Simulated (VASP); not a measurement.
Wanted: the native input for a VASP 6.6.1 run.

```yaml
Task: relaxation of the atoms
Functional: PBEsol
Potentials_or_basis: VASP PAW PBE potentials, release 64 (Sc_sv)
Cutoff: 520 eV
k_mesh: 9 × 9 × 1
Occupations: gaussian, width 0.1 eV
Spin: no spin polarisation
Dipole_correction: yes
Atoms_held_fixed_from_0: "[0]"
Further_INCAR_settings: ALGO = Normal; EDIFF = 1e-06; IBRION = 2; EDIFFG = -0.03; NSW = 90
```

The structure of Sc lies in POSCAR:

```
Sc
1.0
    3.2186815774      0.0000000000      0.0000000000
   -1.6093407887      2.7874600127      0.0000000000
    0.0000000000      0.0000000000     22.2560850061
Sc
3
Selective dynamics
Direct
    0.6666666667      0.3333333333      0.3819180237  F F F
    0.3333333333      0.6666666667      0.5000000000  T T T
    0.0000000000      0.0000000000      0.6180819763  T T T
```

One way to write it, as run:

INCAR

```
PREC = Accurate
ENCUT = 520
EDIFF = 1E-6
ISMEAR = 0
SIGMA = 0.1
LREAL = F
LASPH = T
NELM = 80
ALGO = Normal
ISIF = 2
LWAVE = F
LCHARG = F
LDIPOL = T
IDIPOL = 3
DIPOL = 0.5 0.5 0.500
GGA = PS
IBRION = 2
NSW = 90
EDIFFG = -0.03
```

KPOINTS

```
Automatic mesh
0
Gamma
  9 9 1
```

Potentials or basis: VASP PAW PBE potentials, release 64 (Sc_sv).

Command:

```sh
$ cat potpaw_PBE.64/Sc_sv/POTCAR > POTCAR
$ mpirun -np 1 vasp_std > vasp.out
```

It gave:

```json
{
  "Energy gained by relaxing": "4.0 meV/atom",
  "Ionic steps": "9",
  "Band gap on the k mesh": "zero (an odd number of electrons rules out a gap without spin polarisation)"
}
```

Wall time 13 min on 1 thread of Intel Xeon 8259CL (shared host), peak memory 0.31 GiB.
